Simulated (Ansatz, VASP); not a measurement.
**Two plane-wave programs on CeHf3O8**

```
CELL_PARAMETERS angstrom
-2.59505 2.59505 5.18737
2.59505 -2.59505 5.18737
2.59505 2.59505 -5.18737
ATOMIC_POSITIONS crystal
Ce 0.50000 0.50000 0.00000
Hf 0.75000 0.25000 0.50000
Hf 0.25000 0.75000 0.50000
Hf 0.00000 0.00000 0.00000
O 0.11343 0.11343 0.48403
O 0.62940 0.62940 0.51597
O 0.88657 0.37060 0.00000
O 0.37060 0.88657 0.00000
O 0.88657 0.88657 0.51597
O 0.37060 0.37060 0.48403
O 0.62940 0.11343 0.00000
O 0.11343 0.62940 0.00000
```

Alike in both runs: functional PBE; k mesh 4 × 4 × 4; occupations gaussian, width 0.1 eV; no spin polarisation.

Ansatz relaxed the structure, and its values are those at the end. VASP's run is a single point on that final structure, the one shown.

|  | VASP | Ansatz |
| --- | --- | --- |
| version | VASP 6.6.1 | Ansatz 0.2.0 |
| potentials or method | VASP PAW PBE potentials, release 64 (Ce, Hf_pv, O), cutoff 520 eV | scalar-relativistic, plane waves, PAW |
| valence electrons in the cell | 90 | 138 |

```csv
,VASP,Ansatz,Ansatz less VASP
gap on the k mesh at the Fermi level (eV),1.96,1.96,-0.005
least direct gap on the mesh (eV),2.05,2.05,-0.006
pressure (GPa),-2.5,0.0,+2.45
rms of the force components (eV/Å),0.048,0.000,-0.0476
```

With one functional, cell and mesh, what is left measures potentials, basis and numerics. VASP's potentials hold 90 valence electrons a cell and Ansatz's 138, so a difference there can come from the potentials and not from the codes.

The k mesh is coarse, so the values compare programs but aren't converged. Neither program's run includes spin-orbit coupling.
